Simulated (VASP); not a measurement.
Write the native input for VASP 6.6.1 that does the following.

```
Task                   : single point
Functional             : PBE
Potentials or basis    : VASP PAW PBE potentials, release 64 (Si, P)
Cutoff                 : 520 eV
k mesh                 : 10 × 10 × 10
Occupations            : gaussian, width 0.1 eV
Spin                   : no spin polarisation
Dipole correction      : no
Further INCAR settings : ALGO = Normal; EDIFF = 1e-07; NBANDS = 24
```

The structure of SiP5 lies in POSCAR:

```
SiP5
1.0
    0.0000000000      3.5984175528      3.5984175528
    3.5984175528      0.0000000000      3.5984175528
    3.5984175528      3.5984175528      0.0000000000
Si P
1 5
Direct
    0.0000000000      0.0000000000      0.0000000000
    0.8533121544      0.3822292819      0.3822292819
    0.7500000000      0.7500000000      0.7500000000
    0.3822292819      0.3822292819      0.8533121544
    0.3822292819      0.8533121544      0.3822292819
    0.3822292819      0.3822292819      0.3822292819
```

The cell was generated, and may not be a known phase.

These files were run (other wordings do the same):

INCAR

```
PREC = Accurate
ENCUT = 520
EDIFF = 1E-7
ISMEAR = 0
SIGMA = 0.1
LREAL = F
LASPH = T
NELM = 60
ALGO = Normal
ISIF = 2
LWAVE = F
LCHARG = F
GGA = PE
NBANDS = 24
```

KPOINTS

```
regular mesh
0
Gamma
  10 10 10
```

Potentials or basis: VASP PAW PBE potentials, release 64 (Si, P).

Run with:

```sh
$ cat potpaw_PBE.64/Si/POTCAR potpaw_PBE.64/P/POTCAR > POTCAR
$ mpirun -np 1 vasp_std > vasp.out
```

Results of the run:

```json
{"Pressure": "-0.2 GPa", "Largest force": "0.051 eV/Å", "Band gap on the k mesh": "zero (an odd number of electrons rules out a gap without spin polarisation)"}
```

Caveat: an odd number of electrons without spin polarisation forces a metal; a magnetic or distorted state may lie lower.

It took 68 s on 1 thread of Intel(R) Xeon(R) Platinum 8488C (Sapphire Rapids), on a shared host, peak memory 0.27 GiB.
